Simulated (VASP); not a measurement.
Set up this calculation in VASP 6.6.1, as the native input.

| Quantity | Value |
| --- | --- |
| Task | relaxation of cell and atoms |
| Functional | PBE |
| Potentials or basis | VASP PAW PBE potentials, release 64 (Al, N) |
| Cutoff | 600 eV |
| k mesh | 14 × 14 × 14 |
| Occupations | fermi-dirac, width 0.08 eV |
| Spin | no spin polarisation |
| Target pressure | 21 GPa |
| Dipole correction | no |
| Further INCAR settings | ALGO = Normal; EDIFF = 1e-07; IBRION = 2; EDIFFG = -0.005; NSW = 32; ISIF = 3 |

The structure of AlN (CsCl type) lies in POSCAR:

```
AlN
1.0
    2.5358632995      0.0000000000      0.0000000000
    0.0000000000      2.5358632995      0.0000000000
    0.0000000000      0.0000000000      2.5358632995
Al N
1 1
Direct
    0.0000000000      0.0000000000      0.0000000000
    0.5000000000      0.5000000000      0.5000000000
```

The input as run:

INCAR

```
  ALGO = Normal
  EDIFF = 1E-7
  EDIFFG = -0.005
  ENCUT = 600
  GGA = PE
  IBRION = 2
  ISIF = 3
  ISMEAR = -1
  LASPH = True
  LCHARG = False
  LREAL = False
  LWAVE = False
  NELM = 60
  NSW = 32
  PREC = Accurate
  PSTRESS = 210.0
  SIGMA = 0.08
```

KPOINTS

```
k-points
0
Gamma
  14 14 14
```

Potentials or basis: VASP PAW PBE potentials, release 64 (Al, N).

Command:

```sh
$ cat potpaw_PBE.64/Al/POTCAR potpaw_PBE.64/N/POTCAR > POTCAR
$ mpirun -np 1 vasp_std > vasp.out
```

It gave:

The relaxed volume is 8.15 Å³/atom. The relaxed cell is a = 2.535 Å, b = 2.535 Å, c = 2.535 Å, α = 90.00°, β = 90.00°, γ = 90.00° and the space group after relaxing (to 0.1 Å) is Pm-3m (No. 221). The energy change on relaxing (the run minimises the enthalpy) is +0.9 meV/atom. The ionic steps are 3. The pressure after relaxing is 21.0 GPa. The band gap on the k mesh is zero (bands 4 and 5 overlap by 1.00 eV).

Caveat: the cell is relaxed towards a set pressure, so the run minimises the enthalpy, not the energy.

Wall time 27 s on 1 thread of Intel Xeon 8259CL, with other jobs on the host, peak memory 0.13 GiB.
